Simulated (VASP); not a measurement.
# In2O3: single point with r2SCAN

Crystal: In2O3.

```
In O
1.0
     2.79611    1.61433    4.99062
    -2.79611    1.61433    4.99062
     0.00000   -3.22866    4.99062
In O
4 6
Direct
  0.35587 0.35587 0.35587
  0.14413 0.14413 0.14413
  0.64413 0.64413 0.64413
  0.85587 0.85587 0.85587
  0.54732 0.95268 0.25000
  0.25000 0.54732 0.95268
  0.95268 0.25000 0.54732
  0.45268 0.04732 0.75000
  0.75000 0.45268 0.04732
  0.04732 0.75000 0.45268
```

This cell differs from its parent crystal: volume scaled by 1.06, then relaxed in part.

```
Program             : VASP 6.6.1
Task                : single point
Functional          : r2SCAN
Potentials or basis : VASP PAW PBE potentials, release 64 (In_d, O)
Cutoff              : 520 eV
k mesh              : 6 × 6 × 6
Occupations         : gaussian, width 0.02 eV
Spin                : no spin polarisation
```

```yaml
Pressure: -8.1 GPa
Largest_force: 0.008 eV/Å
Band_gap_on_the_k_mesh: 1.42 eV, indirect (least direct gap 1.48 eV)
```

Forces in eV/Å, atoms in the order of the input:
```
In   0.000  0.000  0.008
In   0.000  0.000 -0.008
In   0.000  0.000 -0.008
In   0.000  0.000  0.008
O   -0.007  0.000  0.000
O    0.004 -0.006  0.000
O    0.004  0.006  0.000
O    0.007  0.000  0.000
O   -0.004  0.006  0.000
O   -0.004 -0.006  0.000
```

Stress tensor (GPa, compression positive):
```
-8.03  0.00  0.00
 0.00 -8.03  0.00
 0.00  0.00 -8.18
```

Levels at points of the mesh, in eV from the valence-band top:
```
           k point  band 42  band 43  band 44  band 45  band 46  band 47
(0.00, 0.00, 0.00)    -0.24    -0.06    -0.06     1.42     5.92     6.40
(0.50, 0.00, 0.00)    -0.73    -0.07    -0.07     5.09     5.09     6.09
(0.50, 0.50, 0.00)    -0.35    -0.10    -0.04     5.27     5.69     6.59
(0.50, 0.50, 0.50)    -0.18    -0.18    -0.18     4.55     4.55     7.29
```

Run time: 22 min on 1 thread of Intel(R) Xeon(R) 6975P-C (Granite Rapids), with other jobs on the host, peak memory 0.45 GiB.

Caveat: the PAW data sets were made with another functional, which shifts forces and pressure a little; spin-orbit coupling is left out, which moves the levels of the heavy elements. A k mesh can miss the band edges.
